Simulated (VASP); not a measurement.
# Ca (P6/mmm) in VASP: further runs, part 2 of 2

VASP 6.6.1. Earlier steps stand in the parts before.

## (4) Single point, BLYP (44.85 Å³/atom)

This run uses another cell than the first one, of 44.85 Å³/atom.

INCAR reads:

```
PREC     = Accurate       # precision mode
ENCUT    = 520            # plane-wave cutoff, eV
EDIFF    = 1E-6           # SCF threshold, eV
ISMEAR   = -1             # smearing method
SIGMA    = 0.1            # smearing width, eV
LREAL    = F              # projectors in reciprocal space
LASPH    = T              # aspherical terms in the spheres
NELM     = 100            # most SCF steps
ALGO     = Normal         # electronic algorithm
ISIF     = 2              # what is computed and relaxed
LWAVE    = F              # write WAVECAR
LCHARG   = F              # write CHGCAR
GGA      = B5             # functional
ALDAX    = 1.0          
AGGAX    = 1.0          
AGGAC    = 1.0          
ALDAC    = 0.0          
NBANDS   = 22             # bands
```

KPOINTS reads:

```
regular mesh
0
Gamma
  7 7 10
```

POSCAR reads:

```
Ca
1.0
    6.3779896642      0.0000000000      0.0000000000
   -3.1889948321      5.5235010743      0.0000000000
    0.0000000000      0.0000000000      3.8195872589
Ca
3
Direct
    0.0000000000      1.0000000000      1.0000000000
    0.3333333333      0.6666666667      0.5000000000
    0.6666666667      0.3333333333      0.5000000000
```

Potentials or basis: VASP PAW PBE potentials, release 64 (Ca_sv).

Command:

```bash
$ cat potpaw_PBE.64/Ca_sv/POTCAR > POTCAR
$ mpirun -np 1 vasp_std > vasp.out
```

OUTCAR:

```text
PREC = Accurate
   ENCUT = 520
   EDIFF = 1E-6
   ISMEAR = -1
   LREAL = F
   LASPH = T
   NELM = 100
   ISIF = 2
   GGA = B5

 ion  position               nearest neighbor table
   1  0.000  0.000  0.000-
   2  0.333  0.667  0.500-
   3  0.667  0.333  0.500-

  LATTYP: Found a hexagonal cell.
 ALAT       =     6.3779896642
 C/A-ratio  =     0.5988700923

  Lattice vectors:

 A1 = (   6.3779896642,   0.0000000000,   0.0000000000)
 A2 = (  -3.1889948321,   5.5235010743,   0.0000000000)
 A3 = (   0.0000000000,   0.0000000000,   3.8195872589)

Analysis of symmetry for initial positions (statically):
=====================================================================
 Subroutine PRICEL returns:
 Original cell was already a primitive cell.

 Routine SETGRP: Setting up the symmetry group for a
 hexagonal supercell.

 Subroutine GETGRP returns: Found 24 space group operations
 (whereof 24 operations were pure point group operations)
 out of a pool of 24 trial point group operations.

The static configuration has the point symmetry D_6h.

Analysis of symmetry for dynamics (positions and initial velocities):
=====================================================================
 Subroutine PRICEL returns:
 Original cell was already a primitive cell.

 Routine SETGRP: Setting up the symmetry group for a
 hexagonal supercell.

 Subroutine GETGRP returns: Found 24 space group operations
 (whereof 24 operations were pure point group operations)
 out of a pool of 24 trial point group operations.

The dynamic configuration has the point symmetry D_6h.

 Subroutine INISYM returns: Found 24 space group operations
 (whereof 24 operations are pure point group operations),
 and found     1 'primitive' translations

----------------------------------------------------------------------------------------

                                     Primitive cell

  volume of cell :     134.5596

  direct lattice vectors                    reciprocal lattice vectors
     6.377989664  0.000000000  0.000000000     0.156789216  0.090522296  0.000000000
    -3.188994832  5.523501074  0.000000000     0.000000000  0.181044592  0.000000000
     0.000000000  0.000000000  3.819587259     0.000000000  0.000000000  0.261808392

  length of vectors
     6.377989664  6.377989664  3.819587259     0.181044592  0.181044592  0.261808392

  position of ions in fractional coordinates (direct lattice)
     0.000000000  0.000000000  0.000000000
     0.333333333  0.666666667  0.500000000
     0.666666667  0.333333333  0.500000000

  ion indices of the primitive-cell ions
   primitive index   ion index
                 1           1
                 2           2
                 3           3

----------------------------------------------------------------------------------------

 KPOINTS: regular mesh

Automatic generation of k-mesh.
 Grid dimensions read from file:
 generate k-points for:    7    7   10

 Generating k-lattice:

  Cartesian coordinates                     Fractional coordinates (reciprocal lattice)
     0.022398459  0.012931757  0.000000000     0.142857143  0.000000000  0.000000000
     0.000000000  0.025863513  0.000000000     0.000000000  0.142857143  0.000000000
     0.000000000  0.000000000  0.026180839     0.000000000  0.000000000  0.100000000

  Length of vectors
     0.025863513  0.025863513  0.026180839

  Shift w.r.t. Gamma in fractional coordinates (k-lattice)
     0.000000000  0.000000000  0.000000000

 Subroutine IBZKPT returns following result:
 ===========================================

 Found     48 irreducible k-points:

 Following reciprocal coordinates:
            Coordinates               Weight
  0.000000  0.000000  0.000000      1.000000
  0.142857 -0.000000  0.000000      6.000000
  0.285714  0.000000  0.000000      6.000000
  0.428571 -0.000000  0.000000      6.000000
  0.142857  0.142857  0.000000      6.000000
  0.285714  0.142857  0.000000     12.000000
[... 16 lines left out ...]
  0.428571  0.142857  0.200000     12.000000
  0.285714  0.285714  0.200000     12.000000
 [... further k-points ...]
   k-points           NKPTS =     48   k-points in BZ     NKDIM =     48   number of bands    NBANDS=     22
   number of dos      NEDOS =    301   number of ions     NIONS =      3
   total plane-waves  NPLWV =  64512
   dimension x,y,z NGX =    48 NGY =   48 NGZ =   28
   dimension x,y,z NGXF=    96 NGYF=   96 NGZF=   56
   ions per type =               3
   NGX,Y,Z   is equivalent  to a cutoff of  12.51, 12.51, 12.19 a.u.
   NGXF,Y,Z  is equivalent  to a cutoff of  25.02, 25.02, 24.37 a.u.
 SYSTEM =  unknown system
   PREC   = accura    normal or accurate (medium, high low for compatibility)
   ISTART =      0    job   : 0-new  1-cont  2-samecut
   ICHARG =      2    charge: 1-file 2-atom 10-const
   ISPIN  =      1    spin polarized calculation?
   LNONCOLLINEAR =      F non collinear calculations
   LSORBIT =      F    spin-orbit coupling
   LASPH  =      T    aspherical Exc in radial PAW
   ENCUT  =  520.0 eV  38.22 Ry    6.18 a.u.  11.86 11.86  7.10*2*pi/ulx,y,z
   NELM   =    100;   NELMIN=  2; NELMDL= -5     # of ELM steps
   EDIFF  = 0.1E-05   stopping-criterion for ELM
   LREAL  =      F    real-space projection
   EDIFFG = 0.1E-04   stopping-criterion for IOM
   NSW    =      0    number of steps for IOM
   IBRION =     -1    ionic relax: 0-MD 1-quasi-New 2-CG
   NFREE  =      0    steps in history (QN), initial steepest desc. (CG)
   ISIF   =      2    stress and relaxation
   ISYM   =      2    0-nonsym 1-usesym 2-fastsym
   POTIM  = 0.5000    time-step for ionic-motion
   TEBEG  =    0.0;   TEEND  =   0.0 temperature during run
   PSTRESS=    0.0 pullay stress
   NELECT =      30.0000    total number of electrons
   NUPDOWN=      -1.0000    fix difference up-down
   EMIN   =  10.00;   EMAX   =-10.00  energy-range for DOS
   EFERMI =   0.00;   METHOD = LEGACY
   ISMEAR =    -1;   SIGMA  =   0.10  broadening in eV -4-tet -1-fermi 0-gaus
   EFERMI_NEDOS =   21; number of points for ismear=-14 and -15
   IALGO  =     38    algorithm
   IMIX   =      4    mixing-type and parameters
     AMIX     =   0.40;   BMIX     =  1.00
     AMIX_MAG =   1.60;   BMIX_MAG =  1.00
  volume/ion in A,a.u.               =      44.85       302.68
  Fermi-wavevector in a.u.,A,eV,Ry     =   0.992682  1.875898 13.407432  0.985418
  Thomas-Fermi vector in A             =   2.124511
   LORBIT       =      0    0 simple, 1 ext, 2 COOP (PROOUT), +10 PAW based schemes
   GGA     = B5    functional components
   LHFCALC =     F    Hartree Fock is set to
   AEXX    =    0.0000 exact exchange contribution
   IVDW    =     0    specifies the selected vdW correction
   LEPSILON=     F    determine dielectric tensor
   LRPA    =     F    only Hartree local field effects (RPA)
 non-spin polarized calculation
  energy-cutoff  :      520.00
  volume of cell :      134.56
 maximum number of plane-waves:      3668
 NGX is ok and might be reduce to    48
   NGX = 23   NGY = 23   NGZ = 15

 number of electron      30.0000013 magnetization

 Free energy of the ion-electron system (eV)
  ---------------------------------------------------
  ext. energy  EPLUGINS =         0.00000000
  ---------------------------------------------------
  free energy    TOTEN  =        -3.64377271 eV

  energy without entropy =       -3.48264173  energy(sigma->0) =       -3.56320722

 E-fermi :   2.1845     XC(G=0):  -7.1162

 val. band max:        2.1835793995   @ k =   0.4286  -0.0000   0.0000
 cond. band min:       2.1884539366   @ k =   0.2857   0.1429   0.5000
 fundamental gap:      0.0048745371
 Fermi energy:         2.1845339423

 k-point     1 :       0.0000    0.0000    0.0000
  band No.  band energies     occupation
      1     -40.0154      2.00000
      2     -39.9999      2.00000
      3     -39.9678      2.00000
      4     -21.1601      2.00000
      5     -21.1601      2.00000
      6     -21.0943      2.00000
[... 14 lines left out ...]
     21       4.4477      0.00000
     22       4.4477      0.00000
[... 552 lines left out ...]
  band No.  band energies     occupation
      1     -40.0067      2.00000
      2     -40.0039      2.00000
      3     -39.9660      2.00000
      4     -21.1687      2.00000
      5     -21.1297      2.00000
      6     -21.1104      2.00000
[... 14 lines left out ...]
     21       3.7597      0.00000
     22       4.2105      0.00000

 [... further k-points ...]

------------------------ aborting loop because EDIFF is reached ----------------------------------------

  FORCE on cell =-STRESS in cart. coord.  units (eV):
  Direction    XX          YY          ZZ          XY          YZ          ZX
  --------------------------------------------------------------------------------------
  -------------------------------------------------------------------------------------
  Total       -0.4827727     -0.4827727     -0.4193996      0.0000000      0.0000000      0.0000000
  in kB       -5.7482893     -5.7482893     -4.9937162      0.0000000      0.0000000      0.0000000
  external PRESSURE =      -5.4967649 kB  Pullay stress =       0.0000000 kB

 VOLUME and BASIS-vectors are now :
 -----------------------------------------------------------------------------
  energy-cutoff  :      520.00
  volume of cell :      134.56
      direct lattice vectors                 reciprocal lattice vectors
     6.377989664  0.000000000  0.000000000     0.156789216  0.090522296  0.000000000
    -3.188994832  5.523501074  0.000000000     0.000000000  0.181044592  0.000000000
     0.000000000  0.000000000  3.819587259     0.000000000  0.000000000  0.261808392

 POSITION                                       TOTAL-FORCE (eV/Angst)
 -----------------------------------------------------------------------------------
      0.00000      0.00000      0.00000        -0.000000      0.000000      0.000000
     -0.00000      3.68233      1.90979        -0.000000      0.000000      0.000000
      3.18899      1.84117      1.90979         0.000000     -0.000000     -0.000000
 -----------------------------------------------------------------------------------
    total drift:                               -0.000000      0.000000     -0.000000

  FREE ENERGIE OF THE ION-ELECTRON SYSTEM (eV)
  ---------------------------------------------------
  free  energy   TOTEN  =        -3.6437727116 eV

  energy  without entropy=       -3.4826417262  energy(sigma->0) =       -3.56320722
```

Wall time 3 min (1 thread of Oxide Virtual Turin-like, shared host); peak memory 0.25 GiB.

Results:

```yaml
Free_energy: -3.6438 eV
Pressure: -0.5 GPa
Band_gap_on_the_k_mesh: zero (bands 15 and 16 overlap by 0.31 eV)
```

Caveat: the PAW data sets were made with another functional, which shifts forces and pressure a little.

## (5) Single point, BLYP (46.58 Å³/atom)

This run uses another cell than the first one, of 46.58 Å³/atom.

INCAR reads:

```
PREC     = Accurate       # precision mode
ENCUT    = 520            # plane-wave cutoff, eV
EDIFF    = 1E-7           # SCF threshold, eV
ISMEAR   = -1             # smearing method
SIGMA    = 0.1            # smearing width, eV
LREAL    = False          # projectors in reciprocal space
LASPH    = True           # aspherical terms in the spheres
NELM     = 60             # most SCF steps
ALGO     = Normal         # electronic algorithm
ISIF     = 2              # what is computed and relaxed
LWAVE    = False          # write WAVECAR
LCHARG   = False          # write CHGCAR
GGA      = B5             # functional
ALDAX    = 1.0          
AGGAX    = 1.0          
AGGAC    = 1.0          
ALDAC    = 0.0          
NBANDS   = 22             # bands
```

KPOINTS is that of step 4.

POSCAR reads:

```
Ca
1.0
    6.4587322821      0.0000000000      0.0000000000
   -3.2293661411      5.5934262326      0.0000000000
    0.0000000000      0.0000000000      3.8679415979
Ca
3
Direct
    0.0000000000      1.0000000000      1.0000000000
    0.3333333333      0.6666666667      0.5000000000
    0.6666666667      0.3333333333      0.5000000000
```

Command:

```bash
$ cat potpaw_PBE.64/Ca_sv/POTCAR > POTCAR
$ mpirun -np 1 vasp_std > vasp.out
```

Wall time 3.1 min (1 thread of Oxide Virtual Turin-like, shared host); peak memory 0.28 GiB.

Results (log left out):

```
Free energy            : -3.6189 eV
Pressure               : -1.0 GPa
Band gap on the k mesh : zero (bands 15 and 16 overlap by 0.36 eV)
```

Stress tensor (GPa, compression positive):
```
-1.06  0.00  0.00
 0.00 -1.06  0.00
 0.00  0.00 -0.94
```

Levels at points of the mesh, in eV from the Fermi level:
| k point | band 13 | band 14 | band 15 | band 16 | band 17 | band 18 |
| --- | --- | --- | --- | --- | --- | --- |
| (0.00, 0.00, 0.00) | -3.83 | 0.06 | 0.15 | 0.15 | 0.16 | 0.16 |
| (0.00, 0.00, 0.50) | -1.49 | -1.10 | 0.25 | 0.25 | 0.35 | 0.35 |

Caveat: the PAW data sets were made with another functional, which shifts forces and pressure a little.

## (6) Single point, BLYP (48.30 Å³/atom)

This run uses another cell than the first one, of 48.30 Å³/atom.

INCAR reads:

```
SYSTEM = Ca
PREC = Accurate
ENCUT = 520
EDIFF = 1E-6
ISMEAR = -1
SIGMA = 0.1
LREAL = .False.
LASPH = .True.
NELM = 80
ALGO = Normal
ISIF = 2
LWAVE = .False.
LCHARG = .False.
GGA = B5
ALDAX = 1.0
AGGAX = 1.0
AGGAC = 1.0
ALDAC = 0.0
NBANDS = 22
```

KPOINTS reads:

```
Automatic mesh
0
Gamma
  7 7 10
  0 0 0
```

POSCAR reads:

```
Ca
1.0
    6.5375050734      0.0000000000      0.0000000000
   -3.2687525367      5.6616454709      0.0000000000
    0.0000000000      0.0000000000      3.9151162667
Ca
3
Direct
    0.0000000000      1.0000000000      1.0000000000
    0.3333333333      0.6666666667      0.5000000000
    0.6666666667      0.3333333333      0.5000000000
```

Potentials or basis: VASP PAW PBE potentials, release 64 (Ca_sv).

Command:

```bash
$ cat potpaw_PBE.64/Ca_sv/POTCAR > POTCAR
$ mpirun -np 1 vasp_std > vasp.out
```

It took 3 min on 1 thread of Oxide Virtual Turin-like, shared host; peak memory 0.28 GiB.

The run converged. Its results:

* Free energy: -3.5801 eV
* Pressure: -1.4 GPa
* Band gap on the k mesh: zero (bands 15 and 16 overlap by 0.38 eV)

Stress tensor (GPa, compression positive):
```
-1.47  0.00  0.00
 0.00 -1.47  0.00
 0.00  0.00 -1.32
```

Levels at points of the mesh, in eV from the Fermi level:
| k point | band 13 | band 14 | band 15 | band 16 | band 17 | band 18 |
| --- | --- | --- | --- | --- | --- | --- |
| (0.00, 0.00, 0.00) | -3.77 | 0.06 | 0.15 | 0.15 | 0.15 | 0.15 |
| (0.00, 0.00, 0.50) | -1.49 | -1.09 | 0.27 | 0.27 | 0.36 | 0.36 |

Caveat: the PAW data sets were made with another functional, which shifts forces and pressure a little.

## (7) Overview

| cell | gap on the mesh (eV) | pressure (GPa) |
| --- | --- | --- |
| a = 6.210, b = 6.210, c = 3.719 Å, angles 90.0, 90.0, 120.0°, 3 atoms | none | 0.7 |
| a = 6.295, b = 6.295, c = 3.770 Å, angles 90.0, 90.0, 120.0°, 3 atoms | none | 0.0 |
| a = 6.378, b = 6.378, c = 3.820 Å, angles 90.0, 90.0, 120.0°, 3 atoms | none | -0.5 |
| a = 6.459, b = 6.459, c = 3.868 Å, angles 90.0, 90.0, 120.0°, 3 atoms | none | -1.0 |
| a = 6.538, b = 6.538, c = 3.915 Å, angles 90.0, 90.0, 120.0°, 3 atoms | none | -1.4 |

Alike in all rows: task single point; level BLYP; potentials or basis VASP PAW PBE potentials, release 64 (Ca_sv); no spin polarisation; k mesh 7 × 7 × 10; cutoff (eV) 520; smearing fermi-dirac 0.1 eV.

Caveats: the PAW data sets were made with another functional, which shifts forces and pressure a little.

Total energies depend on the potentials used, so only differences within one code and one set of settings carry meaning.

The gap in the log of VASP goes by the Fermi energy; the results here count the filled bands.